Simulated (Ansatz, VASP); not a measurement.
# Two plane-wave programs on PtSe2

```xyz
3
Lattice="3.7970 0.0000 0.0000 -1.8985 3.2883 0.0000 0.0000 0.0000 5.1613" Properties=species:S:1:pos:R:3 pbc="T T T"
Pt    0.0000    0.0000    0.0000
Se    1.8985    1.0961    3.8710
Se    0.0000    2.1922    1.2903
```

Alike in both runs: task single point; functional revPBE; dispersion D3(BJ); k mesh 8 × 8 × 5; occupations fermi-dirac, width 0.05 eV; no spin polarisation.

|  | VASP | Ansatz |
| --- | --- | --- |
| version | VASP 6.6.1 | Ansatz 0.2.0 |
| potentials or method | VASP PAW PBE potentials, release 64 (Pt, Se) | Ansatz PAW |
| plane-wave cutoff (eV) | 520 | 420 |
| valence electrons in the cell | 22 | 50 |

```csv
,VASP,Ansatz,Ansatz less VASP
gap on the k mesh at the Fermi level (eV),none,none,-
pressure (GPa),-5.1,-5.1,+0.06
"traceless stress, the component that is largest in VASP (GPa)",0.43,0.43,-0.001
```

VASP's potentials were made for PBE, not for revPBE. A gap of «none» marks a metal or a gap that the smearing closes. VASP's potentials hold 22 valence electrons a cell and Ansatz's 50, so a difference there can come from the potentials and not from the codes.

Spin-orbit coupling is off throughout.
